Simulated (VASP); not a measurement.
# Hf2Ge3Ru (P4/mmm) in VASP: single point with PBE

Aim: the single point of Hf2Ge3Ru with PBE.

Program: VASP 6.6.1. These are calculated values, not measurements. Logs are shortened: lines on timing, memory, paths and dates and some standing lists are left out, and cuts for length are marked.

**1. The cell of the first run**

It takes space group P4/mmm (No. 123, tetragonal). Conventional cell: a = 4.407 Å, b = 4.407 Å, c = 6.569 Å, α = 90.00°, β = 90.00°, γ = 90.00°. Hf (site symmetry mmm) has 4 Ge at 2.42 Å and 4 Hf at 3.12 Å within 3.2 Å. Ge (site symmetry 4mm) has 2 Ge at 1.99 to 2.29 Å and 4 Hf at 2.42 Å within 2.6 Å. Within 3.0 Å of Ge (site symmetry 4/mmm) lie 2 Ge at 2.29 Å. Within 4.1 Å of Ru (site symmetry 4/mmm) lie 12 Ge at 3.12 to 3.87 Å and 8 Hf at 3.96 Å.

**2. Single point, PBE**

Input file INCAR:

```
PREC     = Accurate       # precision mode
ENCUT    = 520            # plane-wave cutoff, eV
EDIFF    = 1E-7           # SCF threshold, eV
ISMEAR   = 0              # smearing method
SIGMA    = 0.1            # smearing width, eV
LREAL    = F              # projectors in reciprocal space
LASPH    = T              # aspherical terms in the spheres
NELM     = 80             # most SCF steps
ALGO     = Normal         # electronic algorithm
ISIF     = 2              # what is computed and relaxed
LWAVE    = F              # write WAVECAR
LCHARG   = F              # write CHGCAR
GGA      = PE             # functional
NBANDS   = 47             # bands
```

Input file KPOINTS:

```
regular mesh
0
Gamma
  4 4 4
```

Input file POSCAR:

```
Hf2Ge3Ru
1.0
    4.4068608900      0.0000000000      0.0000000000
    0.0000000000      4.4068608900      0.0000000000
    0.0000000000      0.0000000000      6.5688287100
Hf Ge Ru
2 3 1
Direct
    0.0000000000      0.5000000000      0.5000000000
    0.5000000000      0.0000000000      0.5000000000
    0.5000000000      0.5000000000      0.3488990100
    0.5000000000      0.5000000000      0.6511009900
    0.5000000000      0.5000000000      0.0000000000
    0.0000000000      0.0000000000      0.0000000000
```

Potentials or basis: VASP PAW PBE potentials, release 64 (Hf_pv, Ge_d, Ru_pv).

On the command line:

```sh
$ cat potpaw_PBE.64/Hf_pv/POTCAR potpaw_PBE.64/Ge_d/POTCAR potpaw_PBE.64/Ru_pv/POTCAR > POTCAR
$ mpirun -np 1 vasp_std > vasp.out
```

OUTCAR:

```text
PREC = Accurate
   ENCUT = 520
   EDIFF = 1E-7
   ISMEAR = 0
   LREAL = F
   LASPH = T
   NELM = 80
   ISIF = 2
   GGA = PE

 ion  position               nearest neighbor table
   1  0.000  0.500  0.500-   3 2.42   4 2.42   3 2.42   4 2.42   2 3.12   2 3.12   2 3.12   2 3.12

   2  0.500  0.000  0.500-   3 2.42   4 2.42   3 2.42   4 2.42   1 3.12   1 3.12   1 3.12   1 3.12

   3  0.500  0.500  0.349-   4 1.99   5 2.29   1 2.42   2 2.42   2 2.42   1 2.42
   4  0.500  0.500  0.651-   3 1.99   5 2.29   1 2.42   2 2.42   2 2.42   1 2.42
   5  0.500  0.500  0.000-   3 2.29   4 2.29   6 3.12   6 3.12   6 3.12   6 3.12
   6  0.000  0.000  0.000-   5 3.12   5 3.12   5 3.12   5 3.12

  LATTYP: Found a simple tetragonal cell.
 ALAT       =     4.4068608900
 C/A-ratio  =     1.4905913470

  Lattice vectors:

 A1 = (   4.4068608900,   0.0000000000,   0.0000000000)
 A2 = (   0.0000000000,   4.4068608900,   0.0000000000)
 A3 = (   0.0000000000,   0.0000000000,   6.5688287100)

Analysis of symmetry for initial positions (statically):
=====================================================================
 Subroutine PRICEL returns:
 Original cell was already a primitive cell.

 Routine SETGRP: Setting up the symmetry group for a
 simple tetragonal supercell.

 Subroutine GETGRP returns: Found 16 space group operations
 (whereof 16 operations were pure point group operations)
 out of a pool of 16 trial point group operations.

The static configuration has the point symmetry D_4h.

Analysis of symmetry for dynamics (positions and initial velocities):
=====================================================================
 Subroutine PRICEL returns:
 Original cell was already a primitive cell.

 Routine SETGRP: Setting up the symmetry group for a
 simple tetragonal supercell.

 Subroutine GETGRP returns: Found 16 space group operations
 (whereof 16 operations were pure point group operations)
 out of a pool of 16 trial point group operations.

The dynamic configuration has the point symmetry D_4h.

 Subroutine INISYM returns: Found 16 space group operations
 (whereof 16 operations are pure point group operations),
 and found     1 'primitive' translations

----------------------------------------------------------------------------------------

                                     Primitive cell

  volume of cell :     127.5694

  direct lattice vectors                    reciprocal lattice vectors
[... 90 lines left out ...]
   EDIFFG = 0.1E-05   stopping-criterion for IOM
   NSW    =      0    number of steps for IOM
   IBRION =     -1    ionic relax: 0-MD 1-quasi-New 2-CG
   NFREE  =      0    steps in history (QN), initial steepest desc. (CG)
   ISIF   =      2    stress and relaxation
   ISYM   =      2    0-nonsym 1-usesym 2-fastsym
   POTIM  = 0.5000    time-step for ionic-motion
   TEBEG  =    0.0;   TEEND  =   0.0 temperature during run
   PSTRESS=    0.0 pullay stress
   NELECT =      76.0000    total number of electrons
   NUPDOWN=      -1.0000    fix difference up-down
   EMIN   =  10.00;   EMAX   =-10.00  energy-range for DOS
   EFERMI =   0.00;   METHOD = LEGACY
   ISMEAR =     0;   SIGMA  =   0.10  broadening in eV -4-tet -1-fermi 0-gaus
   EFERMI_NEDOS =   21; number of points for ismear=-14 and -15
   IALGO  =     38    algorithm
   IMIX   =      4    mixing-type and parameters
     AMIX     =   0.40;   BMIX     =  1.00
     AMIX_MAG =   1.60;   BMIX_MAG =  1.00
  volume/ion in A,a.u.               =      21.26       143.48
  Fermi-wavevector in a.u.,A,eV,Ry     =   1.377518  2.603131 25.817799  1.897555
  Thomas-Fermi vector in A             =   2.502664
   LORBIT       =      0    0 simple, 1 ext, 2 COOP (PROOUT), +10 PAW based schemes
   GGA     = PE    functional components
   LHFCALC =     F    Hartree Fock is set to
   AEXX    =    0.0000 exact exchange contribution
   IVDW    =     0    specifies the selected vdW correction
   LEPSILON=     F    determine dielectric tensor
   LRPA    =     F    only Hartree local field effects (RPA)
 non-spin polarized calculation
 Gauss-broadening in eV      SIGMA  =   0.10
  energy-cutoff  :      520.00
  volume of cell :      127.57
 maximum number of plane-waves:      3472
 NGX is ok and might be reduce to    36
   NGX = 17   NGY = 17   NGZ = 25

 number of electron      76.0000058 magnetization

 Free energy of the ion-electron system (eV)
  ---------------------------------------------------
  ext. energy  EPLUGINS =         0.00000000
  ---------------------------------------------------
  free energy    TOTEN  =       -31.26770894 eV

  energy without entropy =      -31.22012231  energy(sigma->0) =      -31.24391562

 E-fermi :   5.2331     XC(G=0): -10.7730

 val. band max:        5.2170669841   @ k =   0.5000   0.5000   0.5000
 cond. band min:       5.2615197648   @ k =   0.5000   0.0000   0.0000
 fundamental gap:      0.0444527807
 Fermi energy:         5.2331343817

 k-point     1 :       0.0000    0.0000    0.0000
  band No.  band energies     occupation
      1     -36.3084      2.00000
      2     -36.2700      2.00000
      3     -36.2700      2.00000
      4     -25.7709      2.00000
      5     -25.7709      2.00000
      6     -25.5484      2.00000
[... 889 lines left out ...]
     46       8.0119      0.00000
     47       8.1223      0.00000

------------------------ aborting loop because EDIFF is reached ----------------------------------------

  FORCE on cell =-STRESS in cart. coord.  units (eV):
  Direction    XX          YY          ZZ          XY          YZ          ZX
  --------------------------------------------------------------------------------------
  -------------------------------------------------------------------------------------
  Total       17.3903023     17.3903023     30.1606669      0.0000000      0.0000000      0.0000000
  in kB      218.4092830    218.4092830    378.7955801      0.0000000      0.0000000      0.0000000
  external PRESSURE =     271.8713820 kB  Pullay stress =       0.0000000 kB

 VOLUME and BASIS-vectors are now :
 -----------------------------------------------------------------------------
  energy-cutoff  :      520.00
  volume of cell :      127.57
      direct lattice vectors                 reciprocal lattice vectors
     4.406860890  0.000000000  0.000000000     0.226918894  0.000000000  0.000000000
     0.000000000  4.406860890  0.000000000     0.000000000  0.226918894  0.000000000
     0.000000000  0.000000000  6.568828710     0.000000000  0.000000000  0.152234142

 POSITION                                       TOTAL-FORCE (eV/Angst)
 -----------------------------------------------------------------------------------
      0.00000      2.20343      3.28441         0.000000      0.000000      0.000000
      2.20343      0.00000      3.28441         0.000000      0.000000      0.000000
      2.20343      2.20343      2.29186         0.000000     -0.000000    -12.172087
      2.20343      2.20343      4.27697         0.000000      0.000000     12.172087
      2.20343      2.20343      0.00000         0.000000      0.000000      0.000000
      0.00000      0.00000      0.00000         0.000000      0.000000      0.000000
 -----------------------------------------------------------------------------------
    total drift:                                0.000000      0.000000      0.000000

  FREE ENERGIE OF THE ION-ELECTRON SYSTEM (eV)
  ---------------------------------------------------
  free  energy   TOTEN  =       -31.2677089405 eV

  energy  without entropy=      -31.2201223088  energy(sigma->0) =      -31.24391562
```

stdout:

```text
POSCAR found type information on POSCAR HfGeRu
 POSCAR found :  3 types and       6 ions
 scaLAPACK will be used
 LDA part: xc-table for (Slater+PW92), standard interpolation
 POSCAR, INCAR and KPOINTS ok, starting setup
 FFT: planning ... GRIDC
 FFT: planning ... GRID_SOFT
 FFT: planning ... GRID
 WAVECAR not read
 entering main loop
```

Wall time 3.2 min (1 thread of Intel Xeon Platinum 8259CL at 2.50GHz (Skylake/Cascade Lake), shared host); peak memory 0.29 GiB.

Results:

| Property | Result |
| --- | --- |
| Free energy | -31.2677 eV |
| Pressure | 27.2 GPa |
| Largest force | 12.172 eV/Å |
| Band gap on the k mesh | zero (band 38 reaches 5.65 eV, above the bottom of band 39 at 4.92 eV) |

Forces on the atoms (eV/Å):
```
Hf    0.000   0.000   0.000
Hf    0.000   0.000   0.000
Ge    0.000   0.000 -12.172
Ge    0.000   0.000  12.172
Ge    0.000   0.000   0.000
Ru    0.000   0.000   0.000
```

Caveat: spin-orbit coupling is left out, which moves the levels of the heavy elements; forces of over 1 eV/Å act on the atoms, so gaps and moduli don't describe the material at rest.
